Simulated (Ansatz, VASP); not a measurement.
Given: the input of a run of Ansatz 0.2.0 on TaN.

The input input.yaml:

```yaml
crystal:
  lattice:
    - [2.976663453, 0.0, 0.0]
    - [-1.4883317214, 2.5778661713, 0.0]
    - [0.0, 0.0, 2.9209408003]
  atoms:
    - { symbol: Ta, position: [0.3333333333, 0.6666666667, 0.5] }
    - { symbol: "N", position: [0.0, 0.0, 0.0] }
hamiltonian:
  xc: pbe
  pseudopotentials: { kind: paw, azcp: { folder: soft_1 } }
kpoints:
  mp_grid: { grid: [10, 10, 9] }
scf:
  occupations: { method: fermi_dirac, width: 0.05 }
output:
  forces: true
  stress: true
  eigenvalues: true
```

Potentials or basis: Ansatz PAW soft_1.

Launch:

```bash
$ ansatz run input.yaml --threads 1 --pin off --max-ram 3584MiB --backend cpu --events-out ev --progress --plain --runs-dir out
```

**Question.** Set up the same calculation for VASP 6.6.1. Potentials there: VASP PAW PBE potentials, release 64 (Ta_pv, N).

**Answer.** As run (the cutoff follows the program's own potentials):

INCAR

```
PREC     = Accurate       # precision mode
ENCUT    = 600            # plane-wave cutoff, eV
EDIFF    = 1E-6           # SCF threshold, eV
ISMEAR   = -1             # smearing method
SIGMA    = 0.05           # smearing width, eV
LREAL    = F              # projectors in reciprocal space
LASPH    = T              # aspherical terms in the spheres
NELM     = 120            # most SCF steps
ALGO     = Normal         # electronic algorithm
ISIF     = 2              # what is computed and relaxed
LWAVE    = F              # write WAVECAR
LCHARG   = F              # write CHGCAR
GGA      = PE             # functional
NBANDS   = 15             # bands
GGA_COMPAT= F
```

Contents of KPOINTS:

```
regular mesh
0
Gamma
  10 10 9
```

File POSCAR:

```
TaN
1.0
    2.9766634530      0.0000000000      0.0000000000
   -1.4883317214      2.5778661713      0.0000000000
    0.0000000000      0.0000000000      2.9209408003
Ta N
1 1
Direct
    0.3333333333      0.6666666667      0.5000000000
    0.0000000000      0.0000000000      0.0000000000
```

Potentials or basis: VASP PAW PBE potentials, release 64 (Ta_pv, N).

Command:

```sh
$ cat potpaw_PBE.64/Ta_pv/POTCAR potpaw_PBE.64/N/POTCAR > POTCAR
$ mpirun -np 1 vasp_std > vasp.out
```

Both were run:

|  | VASP | Ansatz | Ansatz less VASP |
| --- | --- | --- | --- |
| gap on the k mesh at the Fermi level (eV) | none | none | - |
| pressure (GPa) | -7.8 | -8.3 | -0.48 |
| traceless stress, the component that is largest in VASP (GPa) | -0.19 | -0.30 | -0.112 |

A gap of «none» marks a metal or a gap that the smearing closes. VASP's potentials hold 16 valence electrons a cell and Ansatz's 18, so a difference there can come from the potentials and not from the codes.

Neither program's run includes spin-orbit coupling.
